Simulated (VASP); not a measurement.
BaF2:

```xyz
3
Lattice="0.0000 3.1230 3.1230 3.1230 0.0000 3.1230 3.1230 3.1230 0.0000" Properties=species:S:1:pos:R:3 pbc="T T T"
Ba    0.0000    0.0000    0.0000
F     1.5615    1.5615    1.5615
F     4.6845    4.6845    4.6845
```

| Item | Value |
| --- | --- |
| Program | VASP 6.6.1 |
| Task | relaxation of cell and atoms |
| Functional | PBEsol |
| Potentials or basis | VASP PAW PBE potentials, release 64 (Ba_sv, F) |
| Cutoff | 600 eV |
| k mesh | 6 × 6 × 6 |
| Occupations | fermi-dirac, width 0.02 eV |
| Spin | no spin polarisation |

At the start: pressure -1.9 GPa; volume 20.31 Å³/atom.

Problem. Where does the relaxation end?

Solution. Over 3 steps the energy falls by 4.2 meV/atom and the volume is 19.63 Å³/atom (-3.3 %); space group Fm-3m (No. 225, to 0.1 Å) before and after.

Step by step:
```tsv
step	energy change (eV)	largest force (eV/Å)	pressure (GPa)	volume (Å³)
1	0.0000	0.0000	-1.92	60.92
2	-0.0126	0.0000	0.09	58.80
3	-0.0126	0.0000	0.00	58.88
```

Final structure:
```cif
data_structure
_symmetry_space_group_name_H-M 'P 1'
_symmetry_Int_Tables_number 1
_cell_length_a 4.3667
_cell_length_b 4.3667
_cell_length_c 4.3667
_cell_angle_alpha 60.000
_cell_angle_beta 60.000
_cell_angle_gamma 60.000
_cell_volume 58.88
loop_
_atom_site_label
_atom_site_type_symbol
_atom_site_fract_x
_atom_site_fract_y
_atom_site_fract_z
_atom_site_occupancy
Ba1 Ba 0.00000 0.00000 0.00000 1
F1 F 0.25000 0.25000 0.25000 1
F2 F 0.75000 0.75000 0.75000 1
```

Caveat: the PAW data sets were made with another functional, which shifts forces and pressure a little.
